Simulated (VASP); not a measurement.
Se, 1 atom in the cell. It takes space group Im-3m (No. 229, cubic). The conventional cell has a = 2.551 Å, b = 2.551 Å, c = 2.551 Å, α = 90.00°, β = 90.00°, γ = 90.00°. Within 2.9 Å of Se (site symmetry m-3m) lie 14 Se at 2.21 to 2.55 Å.  This cell differs from its parent crystal: volume scaled by 0.407, to set the pressure.

| Quantity | Value |
| --- | --- |
| Program | VASP 6.6.1 |
| Task | single point |
| Functional | PBE |
| Potentials or basis | VASP PAW PBE potentials, release 64 (Se) |
| Cutoff | 520 eV |
| k mesh | 21 × 21 × 21 |
| Occupations | fermi-dirac, width 0.1 eV |
| Spin | no spin polarisation |
| Dipole correction | no |
| Further INCAR settings | ALGO = Normal; EDIFF = 1e-06; NBANDS = 9 |

Potentials or basis: VASP PAW PBE potentials, release 64 (Se).

Command:

```sh
$ cat potpaw_PBE.64/Se/POTCAR > POTCAR
$ mpirun -np 1 vasp_std > vasp.out
```

Hardware: 1 thread of Intel(R) Xeon(R) 6975P-C (Granite Rapids) (shared host).

Q: How long does it take, and how much memory?

A: Run time: 5 s on 1 thread of Intel(R) Xeon(R) 6975P-C (Granite Rapids), on a shared host, peak memory 0.13 GiB. Counts: scf iterations 11, k points 286.
